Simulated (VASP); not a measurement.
A run of VASP 6.6.1:

File INCAR:

```
ALGO = Normal
EDIFF = 1E-8
ENCUT = 520
ISIF = 2
ISMEAR = -1
LASPH = True
LCHARG = False
LEFG = True
LREAL = False
LWAVE = False
NBANDS = 16
NELM = 80
PREC = Accurate
SIGMA = 0.08
```

Contents of KPOINTS:

```
k-points
0
Gamma
  9 9 6
```

The input POSCAR:

```
Te
1.0
    4.4280790977      0.0000000000      0.0000000000
   -2.2140395489      3.8348289886      0.0000000000
    0.0000000000      0.0000000000      5.8852337012
Te
3
Direct
    0.7450000000      0.0000000000      0.3333333333
    0.0000000000      0.7450000000      0.6666666667
    0.2550000000      0.2550000000      0.0000000000
```

Potentials or basis: VASP PAW LDA potentials, release 64 (Te).

The run is started by

```console
$ cat potpaw_LDA.64/Te/POTCAR > POTCAR
$ mpirun -np 1 vasp_std > vasp.out
```

Hardware: 1 thread of AMD EPYC 9R14 (Zen 4) (shared host).

Task: Estimate the wall time of this run.

Result: Wall time 120 s on 1 thread of AMD EPYC 9R14 (Zen 4), on a shared host, peak memory 0.2 GiB. Counts: scf iterations 15, k points 62.
